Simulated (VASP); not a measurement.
Write the native input for VASP 6.6.1 that does the following.

```yaml
Task: single point
Functional: LDA
Potentials_or_basis: VASP PAW LDA potentials, release 64 (Ag, I)
Cutoff: 500 eV
k_mesh: 8 × 8 × 4
Occupations: fermi-dirac, width 0.05 eV
Spin: no spin polarisation
Dipole_correction: no
Further_INCAR_settings: ALGO = Normal; EDIFF = 1e-06; NBANDS = 26
```

The structure of AgI lies in POSCAR:

```
AgI
1.0
    4.4849896914      0.0000000000      0.0000000000
   -2.2424948457      3.8841150085      0.0000000000
    0.0000000000      0.0000000000      7.3405745134
Ag I
2 2
Direct
    0.6666666667      0.3333333333      0.6277265145
    0.3333333333      0.6666666667      0.1277265145
    0.6666666667      0.3333333333      0.0022734855
    0.3333333333      0.6666666667      0.5022734855
```

These files were run (other wordings do the same):

INCAR

```
PREC = Accurate
ENCUT = 500
EDIFF = 1E-6
ISMEAR = -1
SIGMA = 0.05
LREAL = F
LASPH = T
NELM = 120
ALGO = Normal
ISIF = 2
LWAVE = F
LCHARG = F
NBANDS = 26
GGA_COMPAT = F
```

KPOINTS

```
Automatic mesh
0
Gamma
  8 8 4
```

Potentials or basis: VASP PAW LDA potentials, release 64 (Ag, I).

Command:

```sh
$ cat potpaw_LDA.64/Ag/POTCAR potpaw_LDA.64/I/POTCAR > POTCAR
$ mpirun -np 1 vasp_std > vasp.out
```

Results of the run:

- Pressure: 0.0 GPa
- Band gap on the k mesh: 1.13 eV

Caveat: spin-orbit coupling is left out, which moves the levels of the heavy elements.

It took 70 s on 1 thread of Intel(R) Xeon(R) Platinum 8259CL CPU @ 2.50GHz (Skylake/Cascade Lake) (shared host), peak memory 0.25 GiB.
